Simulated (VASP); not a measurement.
Here is a VASP 6.6.1 calculation.

INCAR

```
SYSTEM = WC
ALGO     = Normal         ! electronic algorithm
EDIFF    = 1E-6           ! SCF threshold, eV
ENCUT    = 520            ! plane-wave cutoff, eV
GGA      = PS             ! functional
ISIF     = 2              ! what is computed and relaxed
ISMEAR   = 0              ! smearing method
LASPH    = .TRUE.         ! aspherical terms in the spheres
LCHARG   = .FALSE.        ! write CHGCAR
LREAL    = .FALSE.        ! projectors in reciprocal space
LWAVE    = .FALSE.        ! write WAVECAR
NBANDS   = 16             ! bands
NELM     = 80             ! most SCF steps
PREC     = Accurate       ! precision mode
SIGMA    = 0.15           ! smearing width, eV
```

File KPOINTS:

```
k-points
0
G
  18 18 18
  0 0 0
```

File POSCAR:

```
WC
1.0
    0.0000000000      2.1926840000      2.2803913600
    2.1926840000      0.0000000000      2.2803913600
    2.1926840000      2.1926840000      0.0000000000
W C
1 1
Direct
    0.0000000000      0.0000000000      0.0000000000
    0.5000000000      0.5000000000      0.5000000000
```

Potentials or basis: VASP PAW PBE potentials, release 64 (W_sv, C).

Run with:

```sh
$ cat potpaw_PBE.64/W_sv/POTCAR potpaw_PBE.64/C/POTCAR > POTCAR
$ mpirun -np 1 vasp_std > vasp.out
```

Q: Predict the pressure.

A: -20.6 GPa.

Q: Predict the band gap on the k mesh.

A: Zero (bands 9 and 10 overlap by 2.80 eV).

Stress tensor (GPa, compression positive):
```
-15.30   0.00   0.00
  0.00 -15.30   0.00
  0.00   0.00 -31.20
```

Caveat: the cell differs from its parent crystal (strain +0.000 along x and y, +0.040 along z); the stress differs along the axes, from -31 to -15 GPa; the PAW data sets were made with another functional, which shifts forces and pressure a little; spin-orbit coupling is left out, which moves the levels of the heavy elements.
